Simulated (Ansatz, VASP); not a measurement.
## Au: VASP beside Ansatz

File INCAR:

```
ALGO = Normal
EDIFF = 1E-6
ENCUT = 520
ISIF = 2
ISMEAR = -1
LASPH = T
LCHARG = T
LELF = T
LREAL = F
LVHAR = T
LWAVE = F
NBANDS = 18
NELM = 60
PREC = Accurate
SIGMA = 0.05
```

File KPOINTS:

```
k-points
0
Gamma
  11 11 6
```

Contents of POSCAR:

```
Au
1.0
    2.8805363263      0.0000000000      0.0000000000
   -1.4402681631      2.4946176351      0.0000000000
    0.0000000000      0.0000000000      4.8472473353
Au
2
Direct
    0.6666666667      0.3333333333      0.2500000000
    0.3333333333      0.6666666667      0.7500000000
```

File input.yaml:

```yaml
crystal:
  lattice:
    - [2.8805363263, 0.0, 0.0]
    - [-1.4402681631, 2.4946176351, 0.0]
    - [0.0, 0.0, 4.8472473353]
  atoms:
    - { symbol: Au, position: [0.6666666667, 0.3333333333, 0.25] }
    - { symbol: Au, position: [0.3333333333, 0.6666666667, 0.75] }
hamiltonian:
  xc: lda
  pseudopotentials: { kind: paw }
kpoints:
  mp_grid: { grid: [11, 11, 6] }
scf:
  occupations: { method: fermi_dirac, width: 0.05 }
output:
  forces: true
  stress: true
  eigenvalues: true
```

Alike in both runs: task single point; functional LDA; k mesh 11 × 11 × 6; occupations fermi-dirac, width 0.05 eV; no spin polarisation.

```csv
,VASP,Ansatz
version,VASP 6.6.1,Ansatz 0.2.0
potentials or method,"VASP PAW LDA potentials, release 64 (Au)",Ansatz PAW
plane-wave cutoff (eV),520,420
valence electrons in the cell,22,38
```

```tsv
	VASP	Ansatz	Ansatz less VASP
gap on the k mesh at the Fermi level (eV)	none	none	-
pressure (GPa)	-7.6	-8.1	-0.41
traceless stress, the component that is largest in VASP (GPa)	-0.36	-0.28	+0.080
```

LDA's correlation is that of Perdew and Zunger in VASP and of Perdew and Wang (1992) in Ansatz. A gap of «none» marks a metal or a gap that the smearing closes. VASP's potentials hold 22 valence electrons a cell and Ansatz's 38, so a difference there can come from the potentials and not from the codes.

Spin-orbit coupling is off throughout.
